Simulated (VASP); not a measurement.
Wanted: the native input for a VASP 6.6.1 run.

```
Task                            : G0W0 quasiparticle levels
Functional                      : r2SCAN
Potentials or basis             : VASP PAW PBE potentials, release 64 (Be_GW, S_GW)
Cutoff                          : 500 eV
k mesh                          : 4 × 4 × 4
Occupations                     : gaussian, width 0.01 eV
Spin                            : no spin polarisation
Dipole correction               : no
GW scheme                       : G0W0
GW iterations                   : 1
Cutoff of the response function : 140
Frequency points                : 96
Empty bands                     : 108
Further INCAR settings          : ALGO = EVGW0; EDIFF = 1e-08; NBANDS = 112
```

Crystal: BeS.

```xyz
2
Lattice="0.0000 2.4343 2.4343 2.4343 0.0000 2.4343 2.4343 2.4343 0.0000" Properties=species:S:1:pos:R:3 pbc="T T T"
Be    0.0000    0.0000    0.0000
S     1.2172    1.2172    1.2172
```

These files were run (other wordings do the same):

POSCAR

```
BeS
1.0
    0.0000000000      2.4343066380      2.4343066380
    2.4343066380      0.0000000000      2.4343066380
    2.4343066380      2.4343066380      0.0000000000
Be S
1 1
Direct
    0.0000000000      0.0000000000      0.0000000000
    0.2500000000      0.2500000000      0.2500000000
```

INCAR.step1

```
PREC = Accurate
ENCUT = 500
EDIFF = 1E-8
ISMEAR = 0
SIGMA = 0.01
LREAL = F
LASPH = T
NELM = 80
ALGO = Normal
LWAVE = T
LCHARG = F
METAGGA = R2SCAN
LMIXTAU = T
```

INCAR.step2

```
PREC = Accurate
ENCUT = 500
EDIFF = 1E-8
ISMEAR = 0
SIGMA = 0.01
LREAL = F
LASPH = T
NELM = 1
ALGO = Exact
LWAVE = T
LCHARG = F
METAGGA = R2SCAN
LMIXTAU = T
NBANDS = 112
LOPTICS = T
ISTART = 1
```

INCAR.step3

```
PREC = Accurate
ENCUT = 500
EDIFF = 1E-8
ISMEAR = 0
SIGMA = 0.01
LREAL = F
LASPH = T
ALGO = EVGW0
LWAVE = F
LCHARG = F
METAGGA = R2SCAN
LMIXTAU = T
NELMGW = 1
NBANDS = 112
ENCUTGW = 140.0
NOMEGA = 96
PRECFOCK = Fast
ISTART = 1
NBANDSGW = 12
OMEGAMAX = 20
```

KPOINTS

```
regular mesh
0
Gamma
  4 4 4
```

Potentials or basis: VASP PAW PBE potentials, release 64 (Be_GW, S_GW).

Run with:

```bash
$ cat potpaw_PBE.64/Be_GW/POTCAR potpaw_PBE.64/S_GW/POTCAR > POTCAR
$ cp INCAR.step1 INCAR
$ mpirun -np 1 vasp_std > vasp.out
$ cp INCAR.step2 INCAR
$ mpirun -np 1 vasp_std > vasp.out
$ cp INCAR.step3 INCAR
$ mpirun -np 1 vasp_std > vasp.out
```

Results of the run:

```
Quasiparticle gap                                   : 4.64 eV
Least direct quasiparticle gap                      : 7.46 eV
Band gap of the starting levels on the mesh         : 3.59 eV
Least direct gap of the starting levels on the mesh : 6.23 eV
```

Caveat: the k points lie up to 0.56 Å⁻¹ apart; bands, screening cutoff and mesh are small and nothing is extrapolated, so the quasiparticle values aren't converged.

Run time: 2.5 min on 1 thread of Intel(R) Xeon(R) Platinum 8375C CPU @ 2.90GHz (Ice Lake), on a shared host, peak memory 0.28 GiB.
